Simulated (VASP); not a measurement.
The system is SiO2.

```xyz
24
Lattice="-4.2235 4.2235 4.2235 4.2235 -4.2235 4.2235 4.2235 4.2235 -4.2235" Properties=species:S:1:pos:R:3 pbc="T T T"
Si    1.1931    5.4167   -1.1931
Si    1.1931    1.1931    1.1931
Si   -1.1931    3.0304    1.1931
Si    3.0304    3.0304    3.0304
Si   -1.1931    1.1931    5.4167
Si    3.0304    1.1931   -1.1931
Si    1.1931   -1.1931    3.0304
Si    5.4167   -1.1931    1.1931
O     4.2235    2.1118    3.6341
O     3.6341    4.2235    2.1118
O     0.0000    2.1118    4.8129
O    -0.5894    4.2235    2.1118
O     2.1118    0.5894    0.0000
O    -2.1118    2.1118    2.1118
O     4.8129    0.0000    2.1118
O     2.1118   -0.5894    4.2235
O     0.0000    2.1118    0.5894
O     4.2235    2.1118   -0.5894
O     2.1118    3.6341    4.2235
O     2.1118    2.1118    2.1118
O     0.5894    0.0000    2.1118
O     2.1118   -2.1118    2.1118
O     2.1118    2.1118   -2.1118
O     2.1118    4.8129    0.0000
```

Base run:

| Item | Value |
| --- | --- |
| Program | VASP 6.6.1 |
| Functional | r2SCAN |
| Potentials or basis | VASP PAW PBE potentials, release 64 (Si, O) |
| Cutoff | 520 eV |
| k mesh | 4 × 4 × 4 |
| Occupations | fermi-dirac, width 0.02 eV |
| Spin | no spin polarisation |

Its results: band gap on the k mesh 6.59 eV, indirect (least direct gap 6.66 eV); pressure 0.3 GPa; largest force 0.014 eV/Å.

The run is repeated on the same cell with these changes: functional from r2SCAN to PBE. What comes out?

Band gap on the k mesh 5.90 eV, indirect (least direct gap 5.97 eV); pressure 5.8 GPa; largest force 0.315 eV/Å.

r2SCAN gives the wider gap, since meta-GGAs in the generalised Kohn-Sham scheme recover part of the derivative discontinuity.

Caveats: the PAW data sets were made with another functional, which shifts forces and pressure a little (some runs).

A k mesh can miss the band edges.
